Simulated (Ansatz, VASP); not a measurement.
**InSe: VASP beside Ansatz**

File INCAR:

```
PREC = Accurate
ENCUT = 600
EDIFF = 1E-7
ISMEAR = 0
SIGMA = 0.02
LREAL = F
LASPH = T
NELM = 100
ALGO = Normal
ISIF = 3
LWAVE = F
LCHARG = F
GGA = CA
IBRION = 2
NSW = 100
EDIFFG = -0.002
```

KPOINTS

```
Automatic mesh
0
Gamma
  9 9 9
```

File POSCAR:

```
InSe
1.0
    1.9869148605      1.1471458296      8.1300625926
   -1.9869148605      1.1471458296      8.1300625926
    0.0000000000     -2.2942916591      8.1300625926
In Se
2 2
Direct
    0.1123261485      0.1123261485      0.1123261485
   -0.0001075096     -0.0001075096     -0.0001075096
    0.6145891123      0.6145891123      0.6145891123
    0.8308902388      0.8308902388      0.8308902388
```

Input for Ansatz:

```yaml
crystal:
  lattice:
    - [1.9869148605, 1.1471458296, 8.1300625926]
    - [-1.9869148605, 1.1471458296, 8.1300625926]
    - [0.0, -2.2942916591, 8.1300625926]
  atoms:
    - { symbol: In, position: [0.1123261485, 0.1123261485, 0.1123261485] }
    - { symbol: In, position: [-0.0001075096, -0.0001075096, -0.0001075096] }
    - { symbol: Se, position: [0.6145891123, 0.6145891123, 0.6145891123] }
    - { symbol: Se, position: [0.8308902388, 0.8308902388, 0.8308902388] }
basis:
  ecutwfc: 420
kpoints:
  mp_grid: { grid: [9, 9, 9] }
hamiltonian:
  xc: lda
scf:
  occupations: { method: gaussian, width: 0.02 }
output:
  forces: true
  stress: true
  eigenvalues: true
  write_density: true
  write_potential: true
  elf: true
  volumetric_format: npy
relax:
  adjacent_minimum: "off"
  f_tol: 0.002
  max_steps: 80
  cell: { stress_tol: 0.02 }
```

Alike in both runs: task relaxation of cell and atoms; functional LDA; k mesh 9 × 9 × 9; occupations gaussian, width 0.02 eV; no spin polarisation.

|  | VASP | Ansatz |
| --- | --- | --- |
| version | VASP 6.6.1 | Ansatz 0.2.0 |
| potentials or method | VASP PAW LDA potentials, release 64 (In_d, Se), cutoff 600 eV | scalar-relativistic, plane waves, PAW |
| valence electrons in the cell | 38 | 58 |

|  | VASP | Ansatz | Ansatz less VASP |
| --- | --- | --- | --- |
| gap on the k mesh at the Fermi level, each at its own relaxed structure (eV) | 0.47 | 0.46 | -0.006 |
| relaxed volume (Å³/atom) | 27.86 | 27.80 | -0.066 |
| relaxed cell length with the largest relative difference (Å) | 8.456 | 8.448 | -0.0084 |

LDA's correlation is that of Perdew and Zunger in VASP and of Perdew and Wang (1992) in Ansatz. VASP's potentials hold 38 valence electrons a cell and Ansatz's 58, so a difference there can come from the potentials and not from the codes.
